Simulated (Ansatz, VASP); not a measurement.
Si2W: VASP beside Ansatz

INCAR

```
SYSTEM = Si2W
PREC     = Accurate       ! precision mode
ENCUT    = 520            ! plane-wave cutoff, eV
EDIFF    = 1E-6           ! SCF threshold, eV
ISMEAR   = 0              ! smearing method
SIGMA    = 0.15           ! smearing width, eV
LREAL    = .FALSE.        ! projectors in reciprocal space
LASPH    = .TRUE.         ! aspherical terms in the spheres
NELM     = 60             ! most SCF steps
ALGO     = Normal         ! electronic algorithm
ISIF     = 2              ! what is computed and relaxed
LWAVE    = .FALSE.        ! write WAVECAR
LCHARG   = .FALSE.        ! write CHGCAR
GGA      = CA             ! functional
NBANDS   = 18             ! bands
```

Contents of KPOINTS:

```
Automatic mesh
0
G
  20 20 20
  0 0 0
```

Contents of POSCAR:

```
Si2W
1.0
   -1.4365519832      1.4365519832      4.2045003445
    1.4365519832     -1.4365519832      4.2045003445
    1.4365519832      1.4365519832     -4.2045003445
Si W
2 1
Direct
    0.3346644983      0.3346644983      0.0000000000
    0.6653355017      0.6653355017      0.0000000000
    0.0000000000      0.0000000000      0.0000000000
```

Input for Ansatz:

```yaml
crystal:
  lattice:
    - [-1.4365519832, 1.4365519832, 4.2045003445]
    - [1.4365519832, -1.4365519832, 4.2045003445]
    - [1.4365519832, 1.4365519832, -4.2045003445]
  atoms:
    - { symbol: Si, position: [0.3346644983, 0.3346644983, 0.0] }
    - { symbol: Si, position: [0.6653355017, 0.6653355017, 0.0] }
    - { symbol: W, position: [0.0, 0.0, 0.0] }
basis:
  ecutwfc: 420
kpoints:
  mp_grid: { grid: [20, 20, 20] }
hamiltonian:
  xc: lda
  pseudopotentials: { kind: paw, azcp: { folder: soft_1 } }
scf:
  occupations: { method: gaussian, width: 0.15 }
output:
  forces: true
  stress: true
  eigenvalues: true
  write_density: true
  write_potential: true
  elf: true
  volumetric_format: npy
```

Alike in both runs: task single point; functional LDA; k mesh 20 × 20 × 20; occupations gaussian, width 0.15 eV; no spin polarisation.

```csv
,VASP,Ansatz
version,VASP 6.6.1,Ansatz 0.2.0
potentials or method,"VASP PAW LDA potentials, release 64 (Si, W_sv), cutoff 520 eV","scalar-relativistic, plane waves, PAW"
valence electrons in the cell,22,22
```

Ansatz gave:

* gap on the k mesh at the Fermi level (eV): none
* rms of the force components (eV/Å): 0.233

Task: Estimate VASP's values.

Result: gap on the k mesh at the Fermi level (eV): none; rms of the force components (eV/Å): 0.254.

Ansatz warns that its potentials were made for another functional, while VASP's fit it. LDA's correlation is that of Perdew and Zunger in VASP and of Perdew and Wang (1992) in Ansatz. Atom by atom the forces differ by 0.021 eV/Å (rms over components). A gap of «none» marks a metal or a gap that the smearing closes.

Spin-orbit coupling is off throughout.
